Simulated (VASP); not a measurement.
Wanted: the native input for a VASP 6.6.1 run.

```
Task                   : single point
Functional             : PBE
Potentials or basis    : VASP PAW PBE potentials, release 64 (Mg, Zn, S)
Cutoff                 : 520 eV
k mesh                 : 10 × 10 × 4
Occupations            : gaussian, width 0.1 eV
Spin                   : no spin polarisation
Dipole correction      : no
Further INCAR settings : ALGO = Normal; EDIFF = 1e-06; NBANDS = 26
```

The structure of Mg2ZnS3 lies in POSCAR:

```
Mg2ZnS3
1.0
    3.5722586674      0.0000000000      0.0000000000
    0.0000000000      3.5722586674      0.0000000000
    0.0000000000      0.0000000000     10.5654590763
Mg Zn S
2 1 3
Direct
    0.0000000000      0.0000000000      0.7822495469
    0.0000000000      0.0000000000      0.2177504531
    0.5000000000      0.5000000000      0.5000000000
    0.0000000000      0.0000000000      0.0000000000
    0.5000000000      0.5000000000      0.2920236192
    0.5000000000      0.5000000000      0.7079763808
```

The cell was generated, and may not be a known phase.

The input as run:

INCAR

```
PREC = Accurate
ENCUT = 520
EDIFF = 1E-6
ISMEAR = 0
SIGMA = 0.1
LREAL = False
LASPH = True
NELM = 100
ALGO = Normal
ISIF = 2
LWAVE = False
LCHARG = False
GGA = PE
NBANDS = 26
```

KPOINTS

```
Automatic mesh
0
Gamma
  10 10 4
```

Potentials or basis: VASP PAW PBE potentials, release 64 (Mg, Zn, S).

Launch:

```sh
$ cat potpaw_PBE.64/Mg/POTCAR potpaw_PBE.64/Zn/POTCAR potpaw_PBE.64/S/POTCAR > POTCAR
$ mpirun -np 1 vasp_std > vasp.out
```

Results of the run:

- Pressure: -0.1 GPa
- Largest force: 0.034 eV/Å
- Band gap on the k mesh: zero (bands 17 and 18 overlap by 0.23 eV)

Caveat: semilocal functionals underestimate gaps, and a narrow one can read as zero.

Run time: 10 min on 1 thread of Intel Xeon 8259CL (shared host), peak memory 0.38 GiB.
